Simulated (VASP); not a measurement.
The system is HfO2.

```xyz
12
Lattice="5.1853 0.0000 0.0000 0.0000 5.2539 0.0000 -0.8700 0.0000 5.2825" Properties=species:S:1:pos:R:3 pbc="T T T"
Hf    0.8126    2.4184    3.7400
Hf    3.0678    5.0454    4.1837
Hf    3.5028    2.8356    1.5425
Hf    1.2476    0.2086    1.0988
O    -0.3518    0.8848    4.4727
O     4.2323    3.5117    3.4510
O     4.6672    4.3692    0.8098
O     0.0831    1.7422    1.8314
O     1.4740    3.8979    5.1774
O     2.4064    1.2709    2.7464
O     2.8414    1.3560    0.1051
O     1.9090    3.9830    2.5361
```

Base run:

```yaml
Program: VASP 6.6.1
Functional: PBE
Potentials_or_basis: VASP PAW PBE potentials, release 64 (Hf_pv, O)
Cutoff: 520 eV
k_mesh: 5 × 5 × 5
Occupations: fermi-dirac, width 0.05 eV
Spin: no spin polarisation
```

Its results: band gap on the k mesh 4.03 eV, indirect (least direct gap 4.10 eV); pressure -6.4 GPa; largest force 0.366 eV/Å.

Q: The run is repeated on the same cell with these changes: functional from PBE to RPBE. What comes out?

A: Band gap on the k mesh 4.11 eV, indirect (least direct gap 4.18 eV); pressure -1.9 GPa; largest force 0.377 eV/Å.

RPBE binds less tightly than PBE, so the same cell stands under more pressure.

Caveats: spin-orbit coupling is left out, which moves the levels of the heavy elements; the PAW data sets were made with another functional, which shifts forces and pressure a little (some runs).

A k mesh can miss the band edges.
